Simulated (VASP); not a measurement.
Write the native input for VASP 6.6.1 that does the following.

```yaml
Task: single point
Functional: PBEsol
Potentials_or_basis: VASP PAW PBE potentials, release 64 (Pb_d)
Cutoff: 520 eV
k_mesh: 13 × 13 × 13
Occupations: fermi-dirac, width 0.05 eV
Spin: no spin polarisation
Dipole_correction: no
Further_INCAR_settings: ALGO = Normal; EDIFF = 1e-06; NBANDS = 13
```

The structure of Pb lies in POSCAR:

```
Pb
1.0
    3.1810394070      0.0000000000      0.0000000000
    0.0000000000      3.1810394070      0.0000000000
    0.0000000000      0.0000000000      3.1810394070
Pb
1
Direct
    0.0000000000      0.0000000000      0.0000000000
```

The input as run:

INCAR

```
SYSTEM = Pb
  PREC = Accurate
  ENCUT = 520
  EDIFF = 1E-6
  ISMEAR = -1
  SIGMA = 0.05
  LREAL = .False.
  LASPH = .True.
  NELM = 80
  ALGO = Normal
  ISIF = 2
  LWAVE = .False.
  LCHARG = .True.
  GGA = PS
  LELF = .True.
  LVHAR = .True.
  NBANDS = 13
```

KPOINTS

```
regular mesh
0
Gamma
  13 13 13
  0 0 0
```

Potentials or basis: VASP PAW PBE potentials, release 64 (Pb_d).

The run is started by

```bash
$ cat potpaw_PBE.64/Pb_d/POTCAR > POTCAR
$ mpirun -np 1 vasp_std > vasp.out
```

It gave:

```json
{"Pressure": "-0.1 GPa", "Band gap on the k mesh": "zero (band 7 reaches 11.31 eV, above the bottom of band 8 at 4.40 eV)"}
```

Caveat: the PAW data sets were made with another functional, which shifts forces and pressure a little; spin-orbit coupling is left out, which moves the levels of the heavy elements.

It took 11 s on 1 thread of AMD EPYC 9R45 96-Core Processor (Zen 5), with other jobs on the host, peak memory 0.13 GiB.
